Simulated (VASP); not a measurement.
H4BrN: single point with LDA

H4BrN:

```
H Br N
1.0
     3.50680    0.00000    0.00000
     0.00000    3.50680    0.00000
     0.00000    0.00000    3.50680
H Br N
4 1 1
Cartesian
  0.6030 0.6030 0.6030
  0.6030 2.9038 2.9038
  2.9038 0.6030 2.9038
  2.9038 2.9038 0.6030
  1.7534 1.7534 1.7534
  0.0000 0.0000 0.0000
```

| Property | Result |
| --- | --- |
| Program | VASP 6.6.1 |
| Task | single point |
| Functional | LDA |
| Potentials or basis | VASP PAW LDA potentials, release 64 (H_h, Br, N_h) |
| Cutoff | 1330 eV |
| k mesh | 4 × 4 × 4 |
| Occupations | fermi-dirac, width 0.01 eV |
| Spin | no spin polarisation |
| Dipole correction | no |
| Further INCAR settings | ALGO = Normal; EDIFF = 1e-06; NBANDS = 17 |

```
Pressure               : 20.3 GPa
Largest force          : 0.056 eV/Å
Band gap on the k mesh : 5.70 eV (least direct gap 5.89 eV)
```

Forces on the atoms (eV/Å):
```
H    0.032  0.032  0.032
H    0.032 -0.032 -0.032
H   -0.032  0.032 -0.032
H   -0.032 -0.032  0.032
Br   0.000  0.000  0.000
N    0.000  0.000  0.000
```

Levels at points of the mesh, in eV from the valence-band top:
| k point | band 5 | band 6 | band 7 | band 8 | band 9 | band 10 | band 11 | band 12 |
| --- | --- | --- | --- | --- | --- | --- | --- | --- |
| (0.00, 0.00, 0.00) | -7.16 | 0.00 | 0.00 | 0.00 | 5.89 | 5.89 | 6.10 | 10.62 |
| (0.50, 0.00, 0.00) | -6.70 | -3.33 | -0.76 | -0.76 | 8.35 | 8.88 | 9.48 | 10.69 |
| (0.50, 0.50, 0.00) | -6.33 | -1.20 | -1.20 | -0.40 | 5.70 | 6.80 | 7.81 | 7.81 |
| (0.50, 0.50, 0.50) | -7.72 | -3.05 | -3.05 | -3.05 | 8.89 | 8.89 | 8.89 | 12.90 |

Run time: 14 s on 1 thread of AMD EPYC 9R45 96-Core Processor (Zen 5), with other jobs on the host, peak memory 0.2 GiB.

Caveat: the k points lie up to 0.45 Å⁻¹ apart. A hybrid or GW would open this gap; LDA tends to underestimate it.
